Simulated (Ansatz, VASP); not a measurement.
Two plane-wave programs on Ga

```
CELL_PARAMETERS angstrom
1.44710 -4.18280 0.02278
1.44710 4.18280 0.02278
-0.06804 0.00000 3.61665
ATOMIC_POSITIONS crystal
Ga 0.86741 0.13259 0.25000
Ga 0.13259 0.86741 0.75000
```

Alike in both runs: functional BLYP; k mesh 12 × 12 × 10; occupations fermi-dirac, width 0.1 eV; no spin polarisation.

Ansatz relaxed the structure, and its values are those at the end. VASP's run is a single point on that final structure, the one shown.

|  | VASP | Ansatz |
| --- | --- | --- |
| version | VASP 6.6.1 | Ansatz 0.2.0 |
| potentials or method | VASP PAW PBE potentials, release 64 (Ga_d), cutoff 520 eV | plane waves (420 eV) with PAW, scalar-relativistic |
| valence electrons in the cell | 26 | 26 |

|  | VASP | Ansatz | Ansatz less VASP |
| --- | --- | --- | --- |
| pressure (GPa) | 0.0 | 0.0 | +0.02 |

VASP's potentials were made for PBE, not for BLYP. With one functional, cell and mesh, what is left measures potentials, basis and numerics.
